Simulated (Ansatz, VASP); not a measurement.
## Li in VASP and in Ansatz

```
Li
1.0
     1.55050    0.89518    7.74007
    -1.55050    0.89518    7.74007
     0.00000   -1.79036    7.74007
Li
3
Direct
  0.00000 0.00000 0.00000
  0.22200 0.22200 0.22200
  0.77800 0.77800 0.77800
```

Change from the starting cell: zz strain of +2 %.

Alike in both runs: task single point; functional LDA; k mesh 12 × 12 × 12; occupations fermi-dirac, width 0.08 eV; no spin polarisation.

|  | VASP | Ansatz |
| --- | --- | --- |
| version | VASP 6.6.1 | Ansatz 0.2.0 |
| potentials or method | VASP PAW LDA potentials, release 64 (Li_sv), cutoff 520 eV | all-electron LAPW, scalar-relativistic |

```csv
,VASP,Ansatz,Ansatz less VASP
rms of the force components (eV/Å),0.004,0.004,0.0000
```

LDA's correlation is that of Perdew and Zunger in VASP and of Perdew and Wang (1992) in Ansatz. Atom by atom the forces differ by 0.000 eV/Å (rms over components). Ansatz ran all-electron here, and VASP with PAW potentials.

Noted on VASP's run: the cutoff is short for stress, so the pressure is rough.
